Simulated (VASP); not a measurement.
# Na (P6_3/mmc) in VASP: further runs

The runs below take Na through single point, with PBE.

Everything below comes from runs of VASP 6.6.1. Logs are shortened: lines on timing, memory, paths and dates and some standing lists are left out, and cuts for length are marked.

### Step 1. The cell of the first run

The structure is hexagonal, space group P6_3/mmc (No. 194). The conventional cell has a = 3.637 Å, b = 3.637 Å, c = 5.942 Å, α = 90.00°, β = 90.00°, γ = 120.00°. Within 4.8 Å of Na (site symmetry -6m2) lie 12 Na at 3.64 Å.

### Step 2. Single point, PBE

The input, INCAR:

```
PREC = Accurate ; ENCUT = 520
EDIFF = 1E-6 ; ISMEAR = 0
SIGMA = 0.05 ; LREAL = F
LASPH = T ; NELM = 100
ALGO = Fast ; ISIF = 2
LWAVE = F ; LCHARG = F
GGA = PE ; NBANDS = 14
```

The input, KPOINTS:

```
Automatic mesh
0
Gamma
  12 12 6
```

The input, POSCAR:

```
Na
1.0
    3.6369985118      0.0000000000      0.0000000000
   -1.8184992559      3.1497331048      0.0000000000
    0.0000000000      0.0000000000      5.9416216729
Na
2
Direct
    0.3333333333      0.6666666667      0.2500000000
    0.6666666667      0.3333333333      0.7500000000
```

Potentials or basis: VASP PAW PBE potentials, release 64 (Na_pv).

On the command line:

```sh
$ cat potpaw_PBE.64/Na_pv/POTCAR > POTCAR
$ mpirun -np 1 vasp_std > vasp.out
```

OUTCAR:

```text
PREC = Accurate
   ENCUT = 520
   EDIFF = 1E-6
   ISMEAR = 0
   LREAL = F
   LASPH = T
   NELM = 100
   ISIF = 2
   GGA = PE

 ion  position               nearest neighbor table
   1  0.333  0.667  0.250-
   2  0.667  0.333  0.750-

  LATTYP: Found a hexagonal cell.
 ALAT       =     3.6369985118
 C/A-ratio  =     1.6336607380

  Lattice vectors:

 A1 = (   3.6369985118,   0.0000000000,   0.0000000000)
 A2 = (  -1.8184992559,   3.1497331048,   0.0000000000)
 A3 = (   0.0000000000,   0.0000000000,   5.9416216729)

Analysis of symmetry for initial positions (statically):
=====================================================================
 Subroutine PRICEL returns:
 Original cell was already a primitive cell.

 Routine SETGRP: Setting up the symmetry group for a
 hexagonal supercell.

 Subroutine GETGRP returns: Found 24 space group operations
 (whereof 12 operations were pure point group operations)
 out of a pool of 24 trial point group operations.

The static configuration has the point symmetry D_3d.
 The point group associated with its full space group is D_6h.

Analysis of symmetry for dynamics (positions and initial velocities):
=====================================================================
 Subroutine PRICEL returns:
 Original cell was already a primitive cell.

 Routine SETGRP: Setting up the symmetry group for a
 hexagonal supercell.

 Subroutine GETGRP returns: Found 24 space group operations
 (whereof 12 operations were pure point group operations)
 out of a pool of 24 trial point group operations.

The dynamic configuration has the point symmetry D_3d.
 The point group associated with its full space group is D_6h.

 Subroutine INISYM returns: Found 24 space group operations
 (whereof 12 operations are pure point group operations),
 and found     1 'primitive' translations

----------------------------------------------------------------------------------------

                                     Primitive cell

  volume of cell :      68.0647

  direct lattice vectors                    reciprocal lattice vectors
     3.636998512  0.000000000  0.000000000     0.274951996  0.158743609  0.000000000
    -1.818499256  3.149733105  0.000000000     0.000000000  0.317487218  0.000000000
     0.000000000  0.000000000  5.941621673     0.000000000  0.000000000  0.168304220

  length of vectors
     3.636998512  3.636998512  5.941621673     0.317487218  0.317487218  0.168304220
[... 91 lines left out ...]
   PSTRESS=    0.0 pullay stress
   NELECT =      14.0000    total number of electrons
   NUPDOWN=      -1.0000    fix difference up-down
   EMIN   =  10.00;   EMAX   =-10.00  energy-range for DOS
   EFERMI =   0.00;   METHOD = LEGACY
   ISMEAR =     0;   SIGMA  =   0.05  broadening in eV -4-tet -1-fermi 0-gaus
   EFERMI_NEDOS =   21; number of points for ismear=-14 and -15
   IALGO  =     68    algorithm
   IMIX   =      4    mixing-type and parameters
     AMIX     =   0.40;   BMIX     =  1.00
     AMIX_MAG =   1.60;   BMIX_MAG =  1.00
  volume/ion in A,a.u.               =      34.03       229.66
  Fermi-wavevector in a.u.,A,eV,Ry     =   0.966370  1.826175 12.706093  0.933871
  Thomas-Fermi vector in A             =   2.096166
   LORBIT       =      0    0 simple, 1 ext, 2 COOP (PROOUT), +10 PAW based schemes
   GGA     = PE    functional components
   LHFCALC =     F    Hartree Fock is set to
   AEXX    =    0.0000 exact exchange contribution
   IVDW    =     0    specifies the selected vdW correction
   LEPSILON=     F    determine dielectric tensor
   LRPA    =     F    only Hartree local field effects (RPA)
 non-spin polarized calculation
 RMM-DIIS sequential band-by-band and
 Gauss-broadening in eV      SIGMA  =   0.05
  energy-cutoff  :      520.00
  volume of cell :       68.06
 maximum number of plane-waves:      1864
 NGX is ok and might be reduce to    28
   NGX = 13   NGY = 13   NGZ = 23

 number of electron      13.9999992 magnetization

 Free energy of the ion-electron system (eV)
  ---------------------------------------------------
  ext. energy  EPLUGINS =         0.00000000
  ---------------------------------------------------
  free energy    TOTEN  =        -2.61143757 eV

  energy without entropy =       -2.60970382  energy(sigma->0) =       -2.61057069

 E-fermi :   0.5156     XC(G=0):  -6.7288

 val. band max:        0.5087847041   @ k =   0.4167   0.0833   0.1667
 cond. band min:       0.5481916410   @ k =   0.3333   0.1667   0.3333
 fundamental gap:      0.0394069369
 Fermi energy:         0.5155580113

 k-point     1 :       0.0000    0.0000    0.0000
  band No.  band energies     occupation
      1     -24.2960      2.00000
      2     -24.2555      2.00000
      3     -24.2555      2.00000
      4     -24.2490      2.00000
      5     -24.2490      2.00000
      6     -24.2485      2.00000
      7      -2.8772      2.00000
      8       1.1473      0.00000
      9       1.6337      0.00000
     10      11.0569      0.00000
     11      11.0569      0.00000
     12      11.5331      0.00000
     13      11.5331      0.00000
     14      11.5579      0.00000
[... 377 lines left out ...]
      1     -24.2868      2.00000
      2     -24.2787      2.00000
      3     -24.2749      2.00000
      4     -24.2630      2.00000
      5     -24.2553      2.00000
      6     -24.2545      2.00000
      7      -1.0402      2.00000
      8       1.7001      0.00000
      9       3.7237      0.00000
     10       4.7085      0.00000
     11       6.4211      0.00000
     12       8.4285      0.00000
     13       8.6138      0.00000
     14      10.3731      0.00000

 [... further k-points ...]

------------------------ aborting loop because EDIFF is reached ----------------------------------------

  FORCE on cell =-STRESS in cart. coord.  units (eV):
  Direction    XX          YY          ZZ          XY          YZ          ZX
  --------------------------------------------------------------------------------------
  -------------------------------------------------------------------------------------
  Total        0.2958935      0.2958935      0.3495393      0.0000000      0.0000000      0.0000000
  in kB        6.9650472      6.9650472      8.2278190      0.0000000      0.0000000      0.0000000
  external PRESSURE =       7.3859711 kB  Pullay stress =       0.0000000 kB

 VOLUME and BASIS-vectors are now :
 -----------------------------------------------------------------------------
  energy-cutoff  :      520.00
  volume of cell :       68.06
      direct lattice vectors                 reciprocal lattice vectors
     3.636998512  0.000000000  0.000000000     0.274951996  0.158743609  0.000000000
    -1.818499256  3.149733105  0.000000000     0.000000000  0.317487218  0.000000000
     0.000000000  0.000000000  5.941621673     0.000000000  0.000000000  0.168304220

 POSITION                                       TOTAL-FORCE (eV/Angst)
 -----------------------------------------------------------------------------------
     -0.00000      2.09982      1.48541        -0.000000      0.000000      0.000000
      1.81850      1.04991      4.45622         0.000000     -0.000000     -0.000000
 -----------------------------------------------------------------------------------
    total drift:                               -0.000000      0.000000      0.000000

  FREE ENERGIE OF THE ION-ELECTRON SYSTEM (eV)
  ---------------------------------------------------
  free  energy   TOTEN  =        -2.6114375676 eV

  energy  without entropy=       -2.6097038165  energy(sigma->0) =       -2.61057069
```

OSZICAR:

```text
N       E                     dE             d eps       ncg     rms          rms(c)
DAV:   1     0.103223535307E+03    0.10322E+03   -0.77482E+03  2128   0.101E+03
DAV:   2     0.146179567932E+01   -0.10176E+03   -0.10059E+03  2218   0.286E+02
DAV:   3    -0.255821349049E+01   -0.40200E+01   -0.40167E+01  2716   0.639E+01
DAV:   4    -0.261241318532E+01   -0.54200E-01   -0.54197E-01  2422   0.805E+00
DAV:   5    -0.261359889671E+01   -0.11857E-02   -0.11857E-02  2662   0.120E+00    0.297E-01
RMM:   6    -0.261234201936E+01    0.12569E-02   -0.79189E-04  2703   0.313E-01    0.197E-01
RMM:   7    -0.261141470584E+01    0.92731E-03   -0.15079E-03  2703   0.379E-01    0.235E-02
RMM:   8    -0.261142749480E+01   -0.12789E-04   -0.38067E-04  2809   0.356E-01    0.654E-03
RMM:   9    -0.261143513632E+01   -0.76415E-05   -0.95944E-05  2895   0.116E-01    0.392E-03
RMM:  10    -0.261143685012E+01   -0.17138E-05   -0.28550E-05  2787   0.931E-02    0.352E-03
RMM:  11    -0.261143720984E+01   -0.35972E-06   -0.10741E-05  2768   0.393E-02    0.341E-04
RMM:  12    -0.261143756758E+01   -0.35774E-06   -0.35815E-06  1714   0.262E-02
   1 F= -.26114376E+01 E0= -.26105707E+01  d E =-.173375E-02
```

stdout:

```text
POSCAR found type information on POSCAR Na
 POSCAR found :  1 types and       2 ions
 scaLAPACK will be used
 LDA part: xc-table for (Slater+PW92), standard interpolation
 POSCAR, INCAR and KPOINTS ok, starting setup
 FFT: planning ... GRIDC
 FFT: planning ... GRID_SOFT
 FFT: planning ... GRID
 WAVECAR not read
 entering main loop
WARNING in EDDRMM: call to ZHEGV failed, returncode =   6  3     11
```

It took 41 s on 1 thread of AMD EPYC 7R13 (Zen 3), shared host; peak memory 0.17 GiB.

What came out:

| Item | Value |
| --- | --- |
| Free energy | -2.6114 eV |
| Pressure | 0.7 GPa |
| Band gap on the k mesh | zero (band 7 reaches 2.77 eV, above the bottom of band 8 at -1.78 eV) |

Stress tensor (GPa, compression positive):
```
0.70 0.00 0.00
0.00 0.70 0.00
0.00 0.00 0.82
```

Levels at points of the mesh, in eV from the Fermi level:
| k point | band 5 | band 6 | band 7 | band 8 | band 9 | band 10 |
| --- | --- | --- | --- | --- | --- | --- |
| (0.00, 0.00, 0.00) | -24.76 | -24.76 | -3.39 | 0.63 | 1.12 | 10.54 |
| (0.50, 0.00, 0.00) | -24.78 | -24.77 | 0.31 | 0.47 | 4.06 | 4.16 |
| (0.00, 0.00, 0.50) | -24.77 | -24.77 | -2.30 | -2.30 | 5.88 | 5.88 |
| (0.50, 0.00, 0.50) | -24.78 | -24.78 | 1.17 | 1.17 | 1.71 | 1.71 |

### Step 3. Single point, PBE

This run uses another cell than the first one, of 37.81 Å³/atom, 1.111 times its volume.

The input, INCAR:

```
SYSTEM = Na
  PREC = Accurate
  ENCUT = 520
  EDIFF = 1E-7
  ISMEAR = 0
  SIGMA = 0.05
  LREAL = .False.
  LASPH = .True.
  NELM = 60
  ALGO = Normal
  ISIF = 2
  LWAVE = .False.
  LCHARG = .False.
  GGA = PE
  NBANDS = 14
```

The input, KPOINTS:

```
regular mesh
0
Gamma
  12 12 6
  0 0 0
```

The input, POSCAR:

```
Na
1.0
    3.7670000000      0.0000000000      0.0000000000
   -1.8835000000      3.2623176961      0.0000000000
    0.0000000000      0.0000000000      6.1540000000
Na
2
Direct
    0.3333333333      0.6666666667      0.2500000000
    0.6666666667      0.3333333333      0.7500000000
```

Potentials or basis: VASP PAW PBE potentials, release 64 (Na_pv).

On the command line:

```sh
$ cat potpaw_PBE.64/Na_pv/POTCAR > POTCAR
$ mpirun -np 1 vasp_std > vasp.out
```

Wall time 32 s (1 thread of AMD EPYC 7R13 (Zen 3), shared host); peak memory 0.17 GiB.

It converged, with:

* Free energy: -2.6245 eV
* Pressure: -0.2 GPa
* Band gap on the k mesh: zero (band 7 reaches 2.33 eV, above the bottom of band 8 at -1.95 eV)

Stress tensor (GPa, compression positive):
```
-0.19  0.00  0.00
 0.00 -0.19  0.00
 0.00  0.00 -0.09
```

Levels at points of the mesh, in eV from the Fermi level:
```tsv
k point	band 5	band 6	band 7	band 8	band 9	band 10
(0.00, 0.00, 0.00)	-24.84	-24.84	-3.17	0.62	1.01	9.94
(0.50, 0.00, 0.00)	-24.85	-24.85	0.31	0.42	3.89	3.90
(0.00, 0.00, 0.50)	-24.85	-24.85	-2.15	-2.15	5.52	5.52
(0.50, 0.00, 0.50)	-24.85	-24.85	1.12	1.12	1.58	1.58
```
